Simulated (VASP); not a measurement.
Set up this calculation in VASP 6.6.1, as the native input.

```yaml
Task: relaxation of cell and atoms
Functional: r2SCAN
Potentials_or_basis: VASP PAW PBE potentials, release 64 (Tl_d)
Cutoff: 600 eV
k_mesh: 16 × 16 × 16
Occupations: gaussian, width 0.1 eV
Spin: no spin polarisation
Dipole_correction: no
Further_INCAR_settings: ALGO = Normal; EDIFF = 1e-07; IBRION = 2; EDIFFG = -0.005; NSW = 100; ISIF = 3
```

Crystal: Tl.

```
Tl
1.0
    -1.94100    1.94100    1.94100
     1.94100   -1.94100    1.94100
     1.94100    1.94100   -1.94100
Tl
1
Direct
  0.00000 0.00000 0.00000
```

These files were run (other wordings do the same):

POSCAR

```
Tl
1.0
   -1.9410000000      1.9410000000      1.9410000000
    1.9410000000     -1.9410000000      1.9410000000
    1.9410000000      1.9410000000     -1.9410000000
Tl
1
Direct
    0.0000000000      0.0000000000      0.0000000000
```

INCAR.step1

```
SYSTEM = Tl
PREC     = Accurate       ! precision mode
ENCUT    = 600            ! plane-wave cutoff, eV
ISMEAR   = 0              ! smearing method
SIGMA    = 0.1            ! smearing width, eV
LREAL    = .False.        ! projectors in reciprocal space
LASPH    = .True.         ! aspherical terms in the spheres
NELM     = 80             ! most SCF steps
GGA      = PE             ! functional
ALGO     = Normal         ! electronic algorithm
EDIFF    = 1E-4           ! SCF threshold, eV
LWAVE    = .True.         ! write WAVECAR
LCHARG   = .False.        ! write CHGCAR
```

INCAR.step2

```
SYSTEM = Tl
PREC     = Accurate       ! precision mode
ENCUT    = 600            ! plane-wave cutoff, eV
EDIFF    = 1E-7           ! SCF threshold, eV
ISMEAR   = 0              ! smearing method
SIGMA    = 0.1            ! smearing width, eV
LREAL    = .False.        ! projectors in reciprocal space
LASPH    = .True.         ! aspherical terms in the spheres
NELM     = 80             ! most SCF steps
ALGO     = Normal         ! electronic algorithm
ISIF     = 3              ! what is computed and relaxed
LWAVE    = .False.        ! write WAVECAR
LCHARG   = .False.        ! write CHGCAR
METAGGA  = R2SCAN         ! meta-GGA
LMIXTAU  = .True.       
IBRION   = 2              ! ionic algorithm
NSW      = 100            ! ionic steps
EDIFFG   = -0.005         ! ionic threshold
ISTART   = 1
```

KPOINTS

```
regular mesh
0
Gamma
  16 16 16
  0 0 0
```

Potentials or basis: VASP PAW PBE potentials, release 64 (Tl_d).

Command:

```bash
$ cat potpaw_PBE.64/Tl_d/POTCAR > POTCAR
$ cp INCAR.step1 INCAR
$ mpirun -np 1 vasp_std > vasp.out
$ cp INCAR.step2 INCAR
$ mpirun -np 1 vasp_std > vasp.out
```

Results of the run:

The relaxed volume is 30.05 Å³/atom, the relaxed cell is a = 3.392 Å, b = 3.392 Å, c = 3.392 Å, α = 109.47°, β = 109.47°, γ = 109.47° and the space group after relaxing (to 0.05 Å) is Im-3m (No. 229). The energy gained by relaxing is 2.3 meV/atom. The ionic steps are 3. The pressure after relaxing is 0.0 GPa.

Caveat: the PAW data sets were made with another functional, which shifts forces and pressure a little.

Wall time 11 min on 1 thread of AMD EPYC 7R13, on a shared host, peak memory 0.18 GiB.
